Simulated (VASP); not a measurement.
A run of VASP 6.6.1 is set up as follows.

File INCAR:

```
SYSTEM = NaCl
  ALGO = Normal
  EDIFF = 1E-7
  ENCUT = 520
  GGA = PS
  ISIF = 2
  ISMEAR = 0
  LASPH = .TRUE.
  LCHARG = .TRUE.
  LELF = .TRUE.
  LREAL = .FALSE.
  LVHAR = .TRUE.
  LWAVE = .FALSE.
  NBANDS = 14
  NELM = 100
  PREC = Accurate
  SIGMA = 0.02
```

Contents of KPOINTS:

```
k-points
0
G
  6 6 6
  0 0 0
```

The input POSCAR:

```
NaCl
1.0
    3.5322037683     -0.0269668630      0.0044477813
   -0.0269668630      3.5324839435     -0.0350219000
    0.0044477813     -0.0350219000      3.5456871998
Na Cl
1 1
Direct
   -0.0258723827     -0.0606192125      0.0274142751
    0.5258723827      0.5606192125      0.4725857249
```

Potentials or basis: VASP PAW PBE potentials, release 64 (Na_pv, Cl).

Command:

```sh
$ cat potpaw_PBE.64/Na_pv/POTCAR potpaw_PBE.64/Cl/POTCAR > POTCAR
$ mpirun -np 1 vasp_std > vasp.out
```

(1) What does it give for the largest force?

(2) What does it give for the pressure?

(3) Predict the band gap on the k mesh.

Results:

(1) 0.333 eV/Å.

(2) 0.0 GPa.

(3) 3.83 eV, indirect (least direct gap 4.28 eV).

Caveat: the cell differs from its parent crystal (atoms moved at random and the cell strained at random); the PAW data sets were made with another functional, which shifts forces and pressure a little.
